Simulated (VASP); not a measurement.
Here is a VASP 6.6.1 calculation.

INCAR

```
SYSTEM = CuO
  ALGO = Normal
  EDIFF = 1E-7
  ENCUT = 520
  GGA = PS
  ISIF = 2
  ISMEAR = -1
  LASPH = .TRUE.
  LCHARG = .FALSE.
  LREAL = .FALSE.
  LWAVE = .FALSE.
  NBANDS = 25
  NELM = 100
  PREC = Accurate
  SIGMA = 0.05
```

KPOINTS

```
k-points
0
G
  8 8 5
  0 0 0
```

File POSCAR:

```
CuO
1.0
    1.9710583200     -2.1320145000      0.0000000000
    1.9710583200      2.1320145000      0.0000000000
    0.0000000000      0.0000000000      5.1559280000
Cu O
2 2
Direct
    0.5000000000      0.0000000000      0.0000000000
    0.0000000000      0.5000000000      0.5000000000
    0.5000000000      0.5000000000      0.2500000000
    0.5000000000      0.5000000000      0.7500000000
```

Potentials or basis: VASP PAW PBE potentials, release 64 (Cu, O).

Launch:

```console
$ cat potpaw_PBE.64/Cu/POTCAR potpaw_PBE.64/O/POTCAR > POTCAR
$ mpirun -np 1 vasp_std > vasp.out
```

(1) Predict the pressure.

(2) Estimate the band gap on the k mesh.

## Answers

(1) -2.7 GPa.

(2) zero (band 17 reaches 5.57 eV, above the bottom of band 18 at 4.70 eV).

Caveat: the PAW data sets were made with another functional, which shifts forces and pressure a little; semilocal functionals often make such compounds metallic where correlation or magnetic order opens a gap, which also shifts bond lengths.
